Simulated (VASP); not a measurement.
# Y (P6_3/mmc) in VASP: a series of runs

Runs on Y. Level: PBEsol. Tasks: single point.

Program: VASP 6.6.1. These are calculated values, not measurements. Logs are shortened: lines on timing, memory, paths and dates and some standing lists are left out, and cuts for length are marked.

## Step 1: The cell of the first run

The structure is hexagonal, space group P6_3/mmc (No. 194). Conventional cell: a = 3.598 Å, b = 3.598 Å, c = 5.653 Å, α = 90.00°, β = 90.00°, γ = 120.00°. Within 4.6 Å of Y (site symmetry -6m2) lie 12 Y at 3.51 to 3.60 Å.

## Step 2: Single point, PBEsol

The input, INCAR:

```
PREC = Accurate ; ENCUT = 520
EDIFF = 1E-7 ; ISMEAR = -1
SIGMA = 0.05 ; LREAL = False
LASPH = True ; NELM = 100
ALGO = Normal ; ISIF = 2
LWAVE = False ; LCHARG = False
GGA = PS ; NBANDS = 18
```

The input, KPOINTS:

```
regular mesh
0
Gamma
  8 8 5
```

The input, POSCAR:

```
Y
1.0
    3.5981047680      0.0000000000      0.0000000000
   -1.7990523840      3.1160501346      0.0000000000
    0.0000000000      0.0000000000      5.6531499653
Y
2
Direct
    0.6666666667      0.3333333333      0.7500000000
    0.3333333333      0.6666666667      0.2500000000
```

Potentials or basis: VASP PAW PBE potentials, release 64 (Y_sv).

Run with:

```bash
> cat potpaw_PBE.64/Y_sv/POTCAR > POTCAR
> mpirun -np 1 vasp_std > vasp.out
```

OUTCAR:

```text
PREC = Accurate
   ENCUT = 520
   EDIFF = 1E-7
   ISMEAR = -1
   LREAL = False
   LASPH = True
   NELM = 100
   ISIF = 2
   GGA = PS

 ion  position               nearest neighbor table
   1  0.667  0.333  0.750-   2 3.51   2 3.51   2 3.51   2 3.51   2 3.51   2 3.51
   2  0.333  0.667  0.250-   1 3.51   1 3.51   1 3.51   1 3.51   1 3.51   1 3.51

  LATTYP: Found a hexagonal cell.
 ALAT       =     3.5981047680
 C/A-ratio  =     1.5711465702

  Lattice vectors:

 A1 = (   3.5981047680,   0.0000000000,   0.0000000000)
 A2 = (  -1.7990523840,   3.1160501346,   0.0000000000)
 A3 = (   0.0000000000,   0.0000000000,   5.6531499653)

Analysis of symmetry for initial positions (statically):
=====================================================================
 Subroutine PRICEL returns:
 Original cell was already a primitive cell.

 Routine SETGRP: Setting up the symmetry group for a
 hexagonal supercell.

 Subroutine GETGRP returns: Found 24 space group operations
 (whereof 12 operations were pure point group operations)
 out of a pool of 24 trial point group operations.

The static configuration has the point symmetry D_3d.
 The point group associated with its full space group is D_6h.

Analysis of symmetry for dynamics (positions and initial velocities):
=====================================================================
 Subroutine PRICEL returns:
 Original cell was already a primitive cell.

 Routine SETGRP: Setting up the symmetry group for a
 hexagonal supercell.

 Subroutine GETGRP returns: Found 24 space group operations
 (whereof 12 operations were pure point group operations)
 out of a pool of 24 trial point group operations.

The dynamic configuration has the point symmetry D_3d.
 The point group associated with its full space group is D_6h.

 Subroutine INISYM returns: Found 24 space group operations
 (whereof 12 operations are pure point group operations),
 and found     1 'primitive' translations

----------------------------------------------------------------------------------------

                                     Primitive cell

  volume of cell :      63.3824

  direct lattice vectors                    reciprocal lattice vectors
     3.598104768  0.000000000  0.000000000     0.277924092  0.160459549  0.000000000
    -1.799052384  3.116050135  0.000000000     0.000000000  0.320919098  0.000000000
     0.000000000  0.000000000  5.653149965     0.000000000  0.000000000  0.176892530

  length of vectors
     3.598104768  3.598104768  5.653149965     0.320919098  0.320919098  0.176892530

  position of ions in fractional coordinates (direct lattice)
     0.666666667  0.333333333  0.750000000
     0.333333333  0.666666667  0.250000000

  ion indices of the primitive-cell ions
   primitive index   ion index
                 1           1
                 2           2

----------------------------------------------------------------------------------------

 KPOINTS: regular mesh

Automatic generation of k-mesh.
 Grid dimensions read from file:
 generate k-points for:    8    8    5

 Generating k-lattice:

  Cartesian coordinates                     Fractional coordinates (reciprocal lattice)
     0.034740511  0.020057444  0.000000000     0.125000000  0.000000000  0.000000000
     0.000000000  0.040114887  0.000000000     0.000000000  0.125000000  0.000000000
     0.000000000  0.000000000  0.035378506     0.000000000  0.000000000  0.200000000

  Length of vectors
     0.040114887  0.040114887  0.035378506

  Shift w.r.t. Gamma in fractional coordinates (k-lattice)
     0.000000000  0.000000000  0.000000000

 Subroutine IBZKPT returns following result:
 ===========================================

 Found     30 irreducible k-points:

 Following reciprocal coordinates:
            Coordinates               Weight
  0.000000  0.000000  0.000000      1.000000
  0.125000  0.000000  0.000000      6.000000
  0.250000  0.000000  0.000000      6.000000
  0.375000 -0.000000  0.000000      6.000000
  0.500000  0.000000  0.000000      3.000000
  0.125000  0.125000  0.000000      6.000000
[... 16 lines left out ...]
  0.250000  0.000000  0.400000     12.000000
  0.375000 -0.000000  0.400000     12.000000
 [... further k-points ...]
   k-points           NKPTS =     30   k-points in BZ     NKDIM =     30   number of bands    NBANDS=     18
   number of dos      NEDOS =    301   number of ions     NIONS =      2
   total plane-waves  NPLWV =  32928
   dimension x,y,z NGX =    28 NGY =   28 NGZ =   42
   dimension x,y,z NGXF=    56 NGYF=   56 NGZF=   84
   ions per type =               2
   NGX,Y,Z   is equivalent  to a cutoff of  12.94, 12.94, 12.35 a.u.
   NGXF,Y,Z  is equivalent  to a cutoff of  25.87, 25.87, 24.70 a.u.
 SYSTEM =  unknown system
   PREC   = accura    normal or accurate (medium, high low for compatibility)
   ISTART =      0    job   : 0-new  1-cont  2-samecut
   ICHARG =      2    charge: 1-file 2-atom 10-const
   ISPIN  =      1    spin polarized calculation?
   LNONCOLLINEAR =      F non collinear calculations
   LSORBIT =      F    spin-orbit coupling
   LASPH  =      T    aspherical Exc in radial PAW
   ENCUT  =  520.0 eV  38.22 Ry    6.18 a.u.   6.69  6.69 10.51*2*pi/ulx,y,z
   NELM   =    100;   NELMIN=  2; NELMDL= -5     # of ELM steps
   EDIFF  = 0.1E-06   stopping-criterion for ELM
   LREAL  =      F    real-space projection
   EDIFFG = 0.1E-05   stopping-criterion for IOM
   NSW    =      0    number of steps for IOM
   IBRION =     -1    ionic relax: 0-MD 1-quasi-New 2-CG
   NFREE  =      0    steps in history (QN), initial steepest desc. (CG)
   ISIF   =      2    stress and relaxation
   ISYM   =      2    0-nonsym 1-usesym 2-fastsym
   POTIM  = 0.5000    time-step for ionic-motion
   TEBEG  =    0.0;   TEEND  =   0.0 temperature during run
   PSTRESS=    0.0 pullay stress
   NELECT =      22.0000    total number of electrons
   NUPDOWN=      -1.0000    fix difference up-down
   EMIN   =  10.00;   EMAX   =-10.00  energy-range for DOS
   EFERMI =   0.00;   METHOD = LEGACY
   ISMEAR =    -1;   SIGMA  =   0.05  broadening in eV -4-tet -1-fermi 0-gaus
   EFERMI_NEDOS =   21; number of points for ismear=-14 and -15
   IALGO  =     38    algorithm
   IMIX   =      4    mixing-type and parameters
     AMIX     =   0.40;   BMIX     =  1.00
     AMIX_MAG =   1.60;   BMIX_MAG =  1.00
  volume/ion in A,a.u.               =      31.69       213.86
  Fermi-wavevector in a.u.,A,eV,Ry     =   1.150516  2.174161 18.009868  1.323688
  Thomas-Fermi vector in A             =   2.287180
   LORBIT       =      0    0 simple, 1 ext, 2 COOP (PROOUT), +10 PAW based schemes
   GGA     = PS    functional components
   LHFCALC =     F    Hartree Fock is set to
   AEXX    =    0.0000 exact exchange contribution
   IVDW    =     0    specifies the selected vdW correction
   LEPSILON=     F    determine dielectric tensor
   LRPA    =     F    only Hartree local field effects (RPA)
 non-spin polarized calculation
  energy-cutoff  :      520.00
  volume of cell :       63.38
 maximum number of plane-waves:      1743
 NGX is ok and might be reduce to    28
   NGX = 13   NGY = 13   NGZ = 21

 number of electron      22.0000001 magnetization

 Free energy of the ion-electron system (eV)
  ---------------------------------------------------
  ext. energy  EPLUGINS =         0.00000000
  ---------------------------------------------------
  free energy    TOTEN  =       -13.64323182 eV

  energy without entropy =      -13.60329882  energy(sigma->0) =      -13.62326532

 E-fermi :   3.0443     XC(G=0):  -9.6739

 val. band max:        3.0397196744   @ k =   0.2500   0.1250   0.0000
 cond. band min:       3.1081171672   @ k =   0.2500   0.0000   0.4000
 fundamental gap:      0.0683974928
 Fermi energy:         3.0443030653

 k-point     1 :       0.0000    0.0000    0.0000
  band No.  band energies     occupation
      1     -39.4476      2.00000
      2     -39.3616      2.00000
      3     -19.7918      2.00000
      4     -19.2513      2.00000
      5     -19.2513      2.00000
      6     -19.1512      2.00000
[... 10 lines left out ...]
     17       5.9233      0.00000
     18       5.9233      0.00000

 k-point     2 :       0.1250    0.0000    0.0000
  band No.  band energies     occupation
      1     -39.4387      2.00000
      2     -39.3584      2.00000
      3     -19.7607      2.00000
      4     -19.3143      2.00000
      5     -19.2724      2.00000
      6     -19.2169      2.00000
[... 10 lines left out ...]
     17       5.6227      0.00000
     18       5.7653      0.00000

 k-point     3 :       0.2500    0.0000    0.0000
  band No.  band energies     occupation
      1     -39.4159      2.00000
      2     -39.3518      2.00000
      3     -19.6769      2.00000
      4     -19.4670      2.00000
      5     -19.3679      2.00000
      6     -19.3205      2.00000
[... 10 lines left out ...]
     17       6.3440      0.00000
     18       6.6127      0.00000

 k-point     4 :       0.3750   -0.0000    0.0000
  band No.  band energies     occupation
      1     -39.3901      2.00000
      2     -39.3480      2.00000
      3     -19.6198      2.00000
      4     -19.5695      2.00000
      5     -19.5094      2.00000
      6     -19.3660      2.00000
[... 375 lines left out ...]
      4     -19.3956      2.00000
      5     -19.2609      2.00000
      6     -19.2337      2.00000
[... 10 lines left out ...]
     17       7.0434      0.00000
     18       7.1219      0.00000

 k-point    23 :       0.2500    0.0000    0.4000
  band No.  band energies     occupation
      1     -39.3938      2.00000
      2     -39.3740      2.00000
      3     -19.6074      2.00000
      4     -19.5160      2.00000
      5     -19.3282      2.00000
      6     -19.2730      2.00000
[... 10 lines left out ...]
     17       7.1087      0.00000
     18       7.2280      0.00000

 k-point    24 :       0.3750   -0.0000    0.4000
  band No.  band energies     occupation
      1     -39.3756      2.00000
      2     -39.3626      2.00000
      3     -19.6981      2.00000
      4     -19.6491      2.00000
      5     -19.3345      2.00000
      6     -19.3113      2.00000
[... 10 lines left out ...]
     17       7.6952      0.00000
     18       7.8372      0.00000

 [... further k-points ...]
[... 5 lines left out ...]
  --------------------------------------------------------------------------------------
  -------------------------------------------------------------------------------------
  Total       -0.1851189     -0.1851189     -0.3379347      0.0000000     -0.0000000      0.0000000
  in kB       -4.6794260     -4.6794260     -8.5422953      0.0000000     -0.0000000      0.0000000
  external PRESSURE =      -5.9670491 kB  Pullay stress =       0.0000000 kB

 VOLUME and BASIS-vectors are now :
 -----------------------------------------------------------------------------
  energy-cutoff  :      520.00
  volume of cell :       63.38
      direct lattice vectors                 reciprocal lattice vectors
     3.598104768  0.000000000  0.000000000     0.277924092  0.160459549  0.000000000
    -1.799052384  3.116050135  0.000000000     0.000000000  0.320919098  0.000000000
     0.000000000  0.000000000  5.653149965     0.000000000  0.000000000  0.176892530

 POSITION                                       TOTAL-FORCE (eV/Angst)
 -----------------------------------------------------------------------------------
      1.79905      1.03868      4.23986        -0.000000      0.000000      0.000000
     -0.00000      2.07737      1.41329         0.000000     -0.000000      0.000000
 -----------------------------------------------------------------------------------
    total drift:                               -0.000000      0.000000     -0.000000

  FREE ENERGIE OF THE ION-ELECTRON SYSTEM (eV)
  ---------------------------------------------------
  free  energy   TOTEN  =       -13.6432318160 eV

  energy  without entropy=      -13.6032988172  energy(sigma->0) =      -13.62326532
```

It took 41 s on 1 thread of AMD EPYC 7R13 (Zen 3), shared host; peak memory 0.17 GiB.

Results:

* Free energy: -13.6432 eV
* Pressure: -0.6 GPa
* Band gap on the k mesh: zero (band 11 reaches 4.06 eV, above the bottom of band 12 at 2.64 eV)

Caveat: the PAW data sets were made with another functional, which shifts forces and pressure a little.

[end of part 1 of 2]
